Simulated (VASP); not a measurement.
# AlN (Fm-3m) in VASP: notebook, part 2 of 2

VASP 6.6.1. Earlier steps stand in the parts before.

## (4) Single point, PBE

File INCAR:

```
SYSTEM = AlN
PREC     = Accurate       ! precision mode
ENCUT    = 600            ! plane-wave cutoff, eV
EDIFF    = 1E-6           ! SCF threshold, eV
ISMEAR   = 0              ! smearing method
SIGMA    = 0.1            ! smearing width, eV
LREAL    = .False.        ! projectors in reciprocal space
LASPH    = .True.         ! aspherical terms in the spheres
NELM     = 120            ! most SCF steps
ALGO     = Normal         ! electronic algorithm
ISIF     = 2              ! what is computed and relaxed
LWAVE    = .False.        ! write WAVECAR
LCHARG   = .False.        ! write CHGCAR
GGA      = PE             ! functional
NBANDS   = 11             ! bands
GGA_COMPAT= .False.
```

File KPOINTS:

```
regular mesh
0
Gamma
  6 6 6
  0 0 0
```

File POSCAR:

```
AlN
1.0
    0.0000000000      2.0345180000      2.0345180000
    2.0345180000      0.0000000000      2.0345180000
    2.0345180000      2.0345180000      0.0000000000
Al N
1 1
Direct
    1.2600000000      0.9430000000      0.5840000000
    0.7600000000      0.4430000000      0.0840000000
```

Potentials or basis: VASP PAW PBE potentials, release 64 (Al, N).

Command:

```console
> cat potpaw_PBE.64/Al/POTCAR potpaw_PBE.64/N/POTCAR > POTCAR
> mpirun -np 1 vasp_std > vasp.out
```

OUTCAR:

```text
SYSTEM = AlN
   PREC = Accurate
   ENCUT = 600
   EDIFF = 1E-6
   ISMEAR = 0
   LREAL = .False.
   LASPH = .True.
   NELM = 120
   ISIF = 2
   GGA = PE

 ion  position               nearest neighbor table
   1  0.260  0.943  0.584-   2 2.03   2 2.03   2 2.03   2 2.03   2 2.03   2 2.03
   2  0.760  0.443  0.084-   1 2.03   1 2.03   1 2.03   1 2.03   1 2.03   1 2.03

  LATTYP: Found a face centered cubic cell.
 ALAT       =     4.0690360000

  Lattice vectors:

 A1 = (   0.0000000000,   2.0345180000,   2.0345180000)
 A2 = (   2.0345180000,   0.0000000000,   2.0345180000)
 A3 = (   2.0345180000,   2.0345180000,   0.0000000000)

Analysis of symmetry for initial positions (statically):
=====================================================================
 Subroutine PRICEL returns:
 Original cell was already a primitive cell.

 Routine SETGRP: Setting up the symmetry group for a
 face centered cubic supercell.

 Subroutine GETGRP returns: Found 48 space group operations
 (whereof  1 operations were pure point group operations)
 out of a pool of 48 trial point group operations.

The static configuration has the point symmetry C_1 .
 The point group associated with its full space group is O_h .

Analysis of symmetry for dynamics (positions and initial velocities):
=====================================================================
 Subroutine PRICEL returns:
 Original cell was already a primitive cell.

 Routine SETGRP: Setting up the symmetry group for a
 face centered cubic supercell.

 Subroutine GETGRP returns: Found 48 space group operations
 (whereof  1 operations were pure point group operations)
 out of a pool of 48 trial point group operations.

The dynamic configuration has the point symmetry C_1 .
 The point group associated with its full space group is O_h .

 Subroutine INISYM returns: Found 48 space group operations
 (whereof  1 operations are pure point group operations),
 and found     1 'primitive' translations

----------------------------------------------------------------------------------------

                                     Primitive cell
[... 111 lines left out ...]
   LEPSILON=     F    determine dielectric tensor
   LRPA    =     F    only Hartree local field effects (RPA)
 non-spin polarized calculation
 Gauss-broadening in eV      SIGMA  =   0.10
  energy-cutoff  :      600.00
  volume of cell :       16.84
 maximum number of plane-waves:       588
   NGX = 11   NGY = 11   NGZ = 11

 number of electron       8.0000000 magnetization

 Free energy of the ion-electron system (eV)
  ---------------------------------------------------
  ext. energy  EPLUGINS =         0.00000000
  ---------------------------------------------------
  free energy    TOTEN  =       -14.54246370 eV

  energy without entropy =      -14.54246370  energy(sigma->0) =      -14.54246370

 E-fermi :  10.2373     XC(G=0): -12.1957

 val. band max:        9.7232063368   @ k =   0.0000   0.0000   0.0000
 cond. band min:      14.1419020522   @ k =   0.5000   0.5000   0.0000
 fundamental gap:      4.4186957154
 Fermi energy:        10.2372621483

 k-point     1 :       0.0000    0.0000    0.0000
  band No.  band energies     occupation
      1      -7.6603      2.00000
      2       9.7232      2.00000
      3       9.7232      2.00000
      4       9.7232      2.00000
      5      15.1282      0.00000
      6      21.8237      0.00000
      7      21.8237      0.00000
      8      21.8237      0.00000
      9      26.9134      0.00000
     10      27.3675      0.00000
     11      27.3675      0.00000
[... 197 lines left out ...]
 k-point    16 :      -0.3333    0.5000    0.1667
  band No.  band energies     occupation
      1      -3.4051      2.00000
      2       3.2198      2.00000
      3       5.2726      2.00000
      4       6.1049      2.00000
      5      16.4683      0.00000
      6      17.9977      0.00000
      7      22.1924      0.00000
      8      23.1374      0.00000
      9      27.4559      0.00000
     10      31.0971      0.00000
     11      34.2962      0.00000

------------------------ aborting loop because EDIFF is reached ----------------------------------------

  FORCE on cell =-STRESS in cart. coord.  units (eV):
  Direction    XX          YY          ZZ          XY          YZ          ZX
  --------------------------------------------------------------------------------------
  -------------------------------------------------------------------------------------
  Total       -0.0175455     -0.0175455     -0.0175455     -0.0000000     -0.0000000      0.0000000
  in kB       -1.6690234     -1.6690234     -1.6690234     -0.0000000     -0.0000000      0.0000000
  external PRESSURE =      -1.6690234 kB  Pullay stress =       0.0000000 kB

 VOLUME and BASIS-vectors are now :
 -----------------------------------------------------------------------------
  energy-cutoff  :      600.00
  volume of cell :       16.84
      direct lattice vectors                 reciprocal lattice vectors
     0.000000000  2.034518000  2.034518000    -0.245758455  0.245758455  0.245758455
     2.034518000  0.000000000  2.034518000     0.245758455 -0.245758455  0.245758455
     2.034518000  2.034518000  0.000000000     0.245758455  0.245758455 -0.245758455

 POSITION                                       TOTAL-FORCE (eV/Angst)
 -----------------------------------------------------------------------------------
      3.10671      1.71713      2.44753         0.000000     -0.000000      0.000000
      1.07219      1.71713      2.44753        -0.000000      0.000000     -0.000000
 -----------------------------------------------------------------------------------
    total drift:                               -0.000000      0.000005      0.000000

  FREE ENERGIE OF THE ION-ELECTRON SYSTEM (eV)
  ---------------------------------------------------
  free  energy   TOTEN  =       -14.5424637036 eV

  energy  without entropy=      -14.5424637036  energy(sigma->0) =      -14.54246370
```

OSZICAR:

```text
N       E                     dE             d eps       ncg     rms          rms(c)
DAV:   1     0.974020519947E+01    0.97402E+01   -0.47686E+03   360   0.751E+02
DAV:   2    -0.155451819826E+02   -0.25285E+02   -0.24813E+02   420   0.152E+02
DAV:   3    -0.162725640789E+02   -0.72738E+00   -0.72675E+00   420   0.232E+01
DAV:   4    -0.162749584758E+02   -0.23944E-02   -0.23942E-02   391   0.144E+00
DAV:   5    -0.162749782770E+02   -0.19801E-04   -0.19801E-04   418   0.136E-01    0.752E+00
DAV:   6    -0.145608214697E+02    0.17142E+01   -0.76025E+00   408   0.152E+01    0.263E+00
DAV:   7    -0.145482792012E+02    0.12542E-01   -0.17616E-01   385   0.310E+00    0.174E+00
DAV:   8    -0.145427480126E+02    0.55312E-02   -0.16379E-02   376   0.121E+00    0.325E-01
DAV:   9    -0.145424062584E+02    0.34175E-03   -0.14902E-03   412   0.241E-01    0.148E-01
DAV:  10    -0.145424706487E+02   -0.64390E-04   -0.15060E-04   391   0.894E-02    0.424E-02
DAV:  11    -0.145424640649E+02    0.65838E-05   -0.21334E-05   418   0.268E-02    0.825E-03
DAV:  12    -0.145424637036E+02    0.36128E-06   -0.83669E-07   227   0.783E-03
   1 F= -.14542464E+02 E0= -.14542464E+02  d E =-.261634E-14
```

It took 5.9 s on 1 thread of AMD EPYC 7R43 (Zen 3), shared host; peak memory 0.1 GiB.

Results:

```yaml
Free_energy: -14.5425 eV
Pressure: -0.2 GPa
Band_gap_on_the_k_mesh: 4.42 eV, indirect (least direct gap 5.41 eV)
```

Caveat: the k points lie up to 0.45 Å⁻¹ apart.
